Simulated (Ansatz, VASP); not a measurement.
**Two plane-wave programs on Sb**

```xyz
2
Lattice="3.3690 0.0000 0.0000 -1.6845 2.9176 0.0000 0.0000 0.0000 5.3300" Properties=species:S:1:pos:R:3 pbc="T T T"
Sb    0.0000    1.9451    1.3325
Sb    1.6845    0.9725    3.9975
```

Alike in both runs: task electric field gradients; functional LDA; k mesh 12 × 12 × 7; occupations fermi-dirac, width 0.03 eV; no spin polarisation.

```csv
,VASP,Ansatz
version,VASP 6.6.1,Ansatz 0.2.0
potentials or method,"VASP PAW LDA potentials, release 64 (Sb)","PAW with Ansatz's default frozen-core files, scalar-relativistic"
plane-wave cutoff (eV),520,420
valence electrons in the cell,10,30
```

|  | VASP | Ansatz | Ansatz less VASP |
| --- | --- | --- | --- |
| pressure (GPa) | -1.3 | -1.4 | -0.11 |
| traceless stress, the component that is largest in VASP (GPa) | -1.03 | -1.02 | +0.006 |
| size of Vzz on the site where it differs most (V/Å²) | 24.1 | 26.3 | +2.13 |

LDA's correlation is that of Perdew and Zunger in VASP and of Perdew and Wang (1992) in Ansatz. VASP's potentials hold 10 valence electrons a cell and Ansatz's 30, so a difference there can come from the potentials and not from the codes.

Spin-orbit coupling is off throughout.
